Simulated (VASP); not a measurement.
## Al: single point with PBE+D3(BJ)

Al:

```
CELL_PARAMETERS angstrom
0.00000 2.34229 1.59205
2.34229 0.00000 1.59205
2.34229 2.34229 0.00000
ATOMIC_POSITIONS crystal
Al 0.00000 0.00000 0.00000
```

```
Program                : VASP 6.6.1
Task                   : single point
Functional             : PBE
Dispersion             : D3(BJ)
Potentials or basis    : VASP PAW PBE potentials, release 64 (Al)
Cutoff                 : 520 eV
k mesh                 : 22 × 22 × 22
Occupations            : gaussian, width 0.15 eV
Spin                   : no spin polarisation
Dipole correction      : no
Further INCAR settings : ALGO = Normal; EDIFF = 1e-06; NBANDS = 8
```

- Pressure: -5.1 GPa
- Band gap on the k mesh: zero (an odd number of electrons rules out a gap without spin polarisation)
- Dispersion energy per atom: -0.317 eV

Stress tensor (GPa, compression positive):
```
-4.74  0.00  0.00
 0.00 -4.74  0.00
 0.00  0.00 -5.85
```

Levels at points of the mesh, in eV from the Fermi level:
```tsv
k point	band 1	band 2	band 3	band 4
(0.00, 0.00, 0.00)	-10.74	12.34	13.25	13.25
(0.50, 0.00, 0.00)	-4.04	-3.68	7.51	7.88
(0.50, 0.50, 0.00)	1.43	1.43	2.49	2.87
(0.50, 0.00, 0.50)	-4.23	-4.04	8.23	8.69
```

It took 64 s on 1 thread of Intel(R) Xeon(R) Platinum 8488C (Sapphire Rapids), on a shared host, peak memory 0.22 GiB.

Caveat: the cell stands under tension.
